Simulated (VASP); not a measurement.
Here is a VASP 6.6.1 calculation.

File INCAR:

```
PREC     = Accurate       # precision mode
ENCUT    = 520            # plane-wave cutoff, eV
EDIFF    = 1E-6           # SCF threshold, eV
ISMEAR   = 0              # smearing method
SIGMA    = 0.1            # smearing width, eV
LREAL    = F              # projectors in reciprocal space
LASPH    = T              # aspherical terms in the spheres
NELM     = 150            # most SCF steps
ALGO     = Fast           # electronic algorithm
ISIF     = 2              # what is computed and relaxed
LWAVE    = F              # write WAVECAR
LCHARG   = T              # write CHGCAR
ISPIN    = 2              # spin polarisation
MAGMOM   = 5 -5           # initial moments
LORBIT   = 11             # projections on sites
LMAXMIX  = 4              # l up to which the mixer works
GGA      = PE             # functional
LELF     = T              # ELF
LVHAR    = T            
NBANDS   = 23             # bands
```

File KPOINTS:

```
Automatic mesh
0
Gamma
  6 6 4
```

POSCAR

```
Zr
1.0
    3.2392314131      0.0000000000      0.0000000000
   -1.6196157065      2.8052566925      0.0000000000
    0.0000000000      0.0000000000      5.1722200000
Zr
2
Direct
    0.3333333333      0.6666666667      0.2500000000
    0.6666666667      0.3333333333      0.7500000000
```

Potentials or basis: VASP PAW PBE potentials, release 64 (Zr_sv).

Command:

```bash
$ cat potpaw_PBE.64/Zr_sv/POTCAR > POTCAR
$ mpirun -np 1 vasp_std > vasp.out
```

**Question.** What does it give for the band gap on the k mesh?

**Answer.** Zero (filled and empty bands overlap).

**Question.** Predict the pressure.

**Answer.** -0.6 GPa.

**Question.** Predict the net moment.

**Answer.** 0.00 μB per cell.

Stress tensor (GPa, compression positive):
```
-0.83  0.00  0.00
 0.00 -0.83  0.00
 0.00  0.00 -0.18
```

Caveat: the k points lie up to 0.37 Å⁻¹ apart.
